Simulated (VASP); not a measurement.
# TiSi2 (Immm) in VASP: further runs, part 2 of 2

VASP 6.6.1. The steps go on from the part before.

**5. Relaxation of cell and atoms, BLYP**

This run uses another cell than the first one, of 14.16 Å³/atom.

Contents of INCAR:

```
PREC = Accurate ; ENCUT = 600
EDIFF = 1E-7 ; ISMEAR = -1
SIGMA = 0.05 ; LREAL = False
LASPH = True ; NELM = 60
ALGO = Normal ; ISIF = 3
LWAVE = False ; LCHARG = False
GGA = B5 ; ALDAX = 1.0
AGGAX = 1.0 ; AGGAC = 1.0
ALDAC = 0.0 ; IBRION = 2
NSW = 60 ; EDIFFG = -0.01
```

Contents of KPOINTS:

```
regular mesh
0
Gamma
  12 12 12
```

Contents of POSCAR:

```
TiSi2
1.0
   -1.4728720000      1.7121300000      4.2120830000
    1.4728720000     -1.7121300000      4.2120830000
    1.4728720000      1.7121300000     -4.2120830000
Ti Si
1 2
Direct
    0.0000000000      0.0000000000      0.0000000000
    0.6700780000      0.6700780000      0.0000000000
    0.3299220000      0.3299220000      0.0000000000
```

Potentials or basis: VASP PAW PBE potentials, release 64 (Ti_sv, Si).

Launch:

```
> cat potpaw_PBE.64/Ti_sv/POTCAR potpaw_PBE.64/Si/POTCAR > POTCAR
> mpirun -np 1 vasp_std > vasp.out
```

OUTCAR:

```text
PREC = Accurate
   ENCUT = 600
   EDIFF = 1E-7
   ISMEAR = -1
   LREAL = False
   LASPH = True
   NELM = 60
   ISIF = 3
   GGA = B5
   IBRION = 2
   NSW = 60
   EDIFFG = -0.01

 ion  position               nearest neighbor table
   1  0.000  0.000  0.000-   2 2.67   2 2.67   2 2.67   3 2.67   2 2.67   3 2.67   3 2.67   3 2.67
                             2 2.78   3 2.78
   2  0.670  0.670  0.000-   3 2.63   3 2.63   3 2.63   3 2.63   1 2.67   1 2.67   1 2.67   1 2.67
                             1 2.78   3 2.87
   3  0.330  0.330  0.000-   2 2.63   2 2.63   2 2.63   2 2.63   1 2.67   1 2.67   1 2.67   1 2.67
                             1 2.78   2 2.87

  LATTYP: Found a body centered orthorhombic cell.
 ALAT       =     2.9457440000
 B/A-ratio  =     1.1624431723
 C/A-ratio  =     2.8597753233

  Lattice vectors:

 A1 = (  -1.4728720000,   1.7121300000,   4.2120830000)
 A2 = (   1.4728720000,  -1.7121300000,   4.2120830000)
 A3 = (   1.4728720000,   1.7121300000,  -4.2120830000)

Analysis of symmetry for initial positions (statically):
=====================================================================
 Subroutine PRICEL returns:
 Original cell was already a primitive cell.

 Routine SETGRP: Setting up the symmetry group for a
 body centered orthorhombic supercell.

 Subroutine GETGRP returns: Found  8 space group operations
 (whereof  8 operations were pure point group operations)
 out of a pool of  8 trial point group operations.

The static configuration has the point symmetry D_2h.

Analysis of symmetry for dynamics (positions and initial velocities):
[... 160 lines left out ...]
  free energy    TOTEN  =       -16.34951027 eV

  energy without entropy =      -16.33770935  energy(sigma->0) =      -16.34360981

 E-fermi :  10.4596     XC(G=0): -11.0831

 val. band max:       10.4571872875   @ k =  -0.0833   0.4167   0.0000
 cond. band min:      10.4610024113   @ k =  -0.2500  -0.4167   0.0833
 fundamental gap:      0.0038151237
 Fermi energy:        10.4595760814

 k-point     1 :       0.0000    0.0000    0.0000
  band No.  band energies     occupation
      1     -45.6442      2.00000
      2     -22.1362      2.00000
      3     -22.1124      2.00000
      4     -21.8598      2.00000
      5      -2.0346      2.00000
      6       5.8316      2.00000
      7       6.2721      2.00000
      8       8.2951      2.00000
      9       9.8543      1.99999
     10      11.1852      0.00000
     11      12.6361      0.00000
     12      12.7881      0.00000
     13      13.6140      0.00000
     14      14.1427      0.00000
[... 612 lines left out ...]
--------------------------------------- Ionic step        7  -------------------------------------------

 number of electron      20.0000000 magnetization

 Free energy of the ion-electron system (eV)
  ---------------------------------------------------
  ext. energy  EPLUGINS =         0.00000000
  ---------------------------------------------------
  free energy    TOTEN  =       -16.41235176 eV

  energy without entropy =      -16.39995406  energy(sigma->0) =      -16.40615291

 E-fermi :   9.6777     XC(G=0): -10.8092

 val. band max:        9.6647524473   @ k =  -0.4167   0.1667  -0.0000
 cond. band min:       9.6856142164   @ k =   0.5000  -0.4167   0.4167
 fundamental gap:      0.0208617691
 Fermi energy:         9.6777486429

 k-point     1 :       0.0000    0.0000    0.0000
  band No.  band energies     occupation
      1     -46.5733      2.00000
      2     -23.0441      2.00000
      3     -23.0299      2.00000
      4     -22.8191      2.00000
      5      -2.3234      2.00000
      6       5.2846      2.00000
      7       5.5520      2.00000
      8       7.7403      2.00000
      9       9.1678      1.99993
     10      10.2868      0.00001
     11      11.7976      0.00000
     12      11.8420      0.00000
     13      12.5835      0.00000
     14      13.1453      0.00000
[... 421 lines left out ...]
  FREE ENERGIE OF THE ION-ELECTRON SYSTEM (eV)
  ---------------------------------------------------
  free  energy   TOTEN  =       -16.4123517625 eV

  energy  without entropy=      -16.3999540643  energy(sigma->0) =      -16.40615291

 reached required accuracy - stopping structural energy minimisation
```

OSZICAR:

```text
N       E                     dE             d eps       ncg     rms          rms(c)
DAV:   1     0.145553271779E+03    0.14555E+03   -0.10678E+04  7846   0.164E+03
DAV:   2    -0.604020031690E+01   -0.15159E+03   -0.14942E+03  7990   0.388E+02
DAV:   3    -0.176383025607E+02   -0.11598E+02   -0.11212E+02 12940   0.892E+01
[... 68 lines left out ...]
DAV:   2    -0.164124450997E+02    0.14391E-03   -0.19578E-03  9558   0.399E-01    0.693E-02
DAV:   3    -0.164123790983E+02    0.66001E-04   -0.38169E-04 10936   0.183E-01    0.385E-02
DAV:   4    -0.164123519812E+02    0.27117E-04   -0.10538E-04 10684   0.943E-02    0.490E-03
DAV:   5    -0.164123517930E+02    0.18819E-06   -0.62324E-06  9182   0.231E-02    0.376E-03
DAV:   6    -0.164123517625E+02    0.30509E-07   -0.52304E-07 10430   0.597E-03
   7 F= -.16412352E+02 E0= -.16406153E+02  d E =-.247027E-03
```

CONTCAR:

```text
TiSi2
   1.00000000000000
    -1.5140841173483657    1.7468179792102689    4.2730772334950524
     1.5140841173483657   -1.7468179792102689    4.2730772334950524
     1.5140841173483657    1.7468179792102689   -4.2730772334950524
  Ti              Si
     1     2
Direct
     0.0000000000000000    0.0000000000000000    0.0000000000000000
     0.6680431280069081    0.6680431280069081    0.0000000000000000
     0.3319568719930918    0.3319568719930918    0.0000000000000000

  0.00000000E+00  0.00000000E+00  0.00000000E+00
  0.00000000E+00  0.00000000E+00  0.00000000E+00
  0.00000000E+00  0.00000000E+00  0.00000000E+00
```

Wall time 13 min (1 thread of Intel Xeon 6975P-C (Granite Rapids), shared host); peak memory 0.4 GiB.

What came out:

```
Free energy                           : -16.4124 eV
Relaxed volume                        : 15.07 Å³/atom
Relaxed cell                          : a = 4.858 Å, b = 4.858 Å, c = 4.858 Å, α = 143.68°, β = 137.85°, γ = 56.83°
Space group after relaxing (to 0.1 Å) : Immm (No. 71)
Energy gained by relaxing             : 20.9 meV/atom
Ionic steps                           : 7
Pressure after relaxing               : 0.0 GPa
Band gap on the k mesh                : zero (bands 10 and 11 overlap by 2.09 eV)
```

The path:
```csv
step,energy change (eV),largest force (eV/Å),pressure (GPa),volume (Å³)
1,0.0000,0.0464,7.66,42.49
2,-0.0409,0.1263,-3.72,46.79
3,-0.0603,0.0969,-0.06,45.15
4,-0.0618,0.0690,-0.03,45.16
5,-0.0626,0.0282,0.01,45.18
6,-0.0627,0.0176,0.00,45.19
7,-0.0628,0.0008,-0.01,45.21
```

Final structure:
```xyz
3
Lattice="-1.5141 1.7468 4.2731 1.5141 -1.7468 4.2731 1.5141 1.7468 -4.2731" Properties=species:S:1:pos:R:3 pbc="T T T"
Ti    0.0000    0.0000    0.0000
Si    0.0000    0.0000    5.7092
Si    0.0000    0.0000    2.8370
```

Caveat: the PAW data sets were made with another functional, which shifts forces and pressure a little.

**6. Overview**

```csv
task,level,potentials or basis,cell,cutoff (eV),gap on the mesh (eV),pressure (GPa),relaxed volume (Å³/atom)
single point,LDA,"VASP PAW LDA potentials, release 64 (Ti_sv, Si)","a = 4.842 Å, angles 144.1, 138.0, 56.4°, 3 atoms",520,none,-10.9,-
relaxation of cell and atoms,RPBE,"VASP PAW PBE potentials, release 64 (Ti_sv, Si)","relaxed from a = 4.779 Å, angles 144.1, 138.0, 56.4°, 3 atoms",600,none,0.1,14.41
relaxation of cell and atoms,revPBE,"VASP PAW PBE potentials, release 64 (Ti_sv, Si)","relaxed from a = 4.779 Å, angles 144.1, 138.0, 56.4°, 3 atoms",600,none,0.0,14.35
relaxation of cell and atoms,BLYP,"VASP PAW PBE potentials, release 64 (Ti_sv, Si)","relaxed from a = 4.779 Å, angles 144.1, 138.0, 56.4°, 3 atoms",600,none,0.0,15.07
```

Alike in all rows: no spin polarisation; k mesh 12 × 12 × 12; smearing fermi-dirac 0.05 eV.

Caveats: the PAW data sets were made with another functional, which shifts forces and pressure a little (at least some runs); the cell stands under tension (at least some runs).

Total energies depend on the potentials used, so only differences within one code and one set of settings carry meaning.

The gap in the log of VASP goes by the Fermi energy; the results here count the filled bands.